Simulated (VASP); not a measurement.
Ni:

```xyz
2
Lattice="2.4480 0.0000 0.0000 -1.2240 2.1200 0.0000 0.0000 0.0000 4.0728" Properties=species:S:1:pos:R:3 pbc="T T T"
Ni    0.0000    1.4134    1.0182
Ni    1.2240    0.7067    3.0546
```

* Program: VASP 6.6.1
* Task: relaxation of cell and atoms
* Functional: PBEsol
* Dispersion: D3(BJ)
* Potentials or basis: VASP PAW PBE potentials, release 64 (Ni)
* Cutoff: 600 eV
* k mesh: 14 × 14 × 7
* Occupations: fermi-dirac, width 0.1 eV
* Spin: collinear spin, ferromagnetic start
* Starting moments: [2.0, 2.0] μB

At the start: pressure -9.5 GPa; volume 10.57 Å³/atom.

Q: Where does the relaxation end?

A: Over 11 steps the energy falls by 15.3 meV/atom and the volume is 10.12 Å³/atom (-4.3 %); space group P6_3/mmc (No. 194, to 0.05 Å); moment 1.17 μB per cell.

The path:
```tsv
step	energy change (eV)	largest force (eV/Å)	pressure (GPa)	volume (Å³)
1	0.0000	0.0000	-9.52	21.14
2	0.0072	0.0000	13.28	19.27
3	-0.0297	0.0000	0.19	20.22
4	-0.0297	0.0000	0.37	20.20
5	-0.0306	0.0000	0.18	20.22
6	-0.0306	0.0000	0.18	20.22
7	-0.0307	0.0000	0.19	20.22
8	-0.0306	0.0000	0.18	20.22
9	-0.0306	0.0000	0.18	20.22
10	-0.0306	0.0000	-0.22	20.25
11	-0.0307	0.0000	0.02	20.23
```

Final structure:
```
CELL_PARAMETERS angstrom
2.42453 0.00000 0.00000
-1.21227 2.09971 0.00000
0.00000 0.00000 3.97413
ATOMIC_POSITIONS crystal
Ni 0.33333 0.66667 0.25000
Ni 0.66667 0.33333 0.75000
```

Caveat: the PAW data sets were made with another functional, which shifts forces and pressure a little; pairwise dispersion overbinds metals, which lowers pressure and volume.
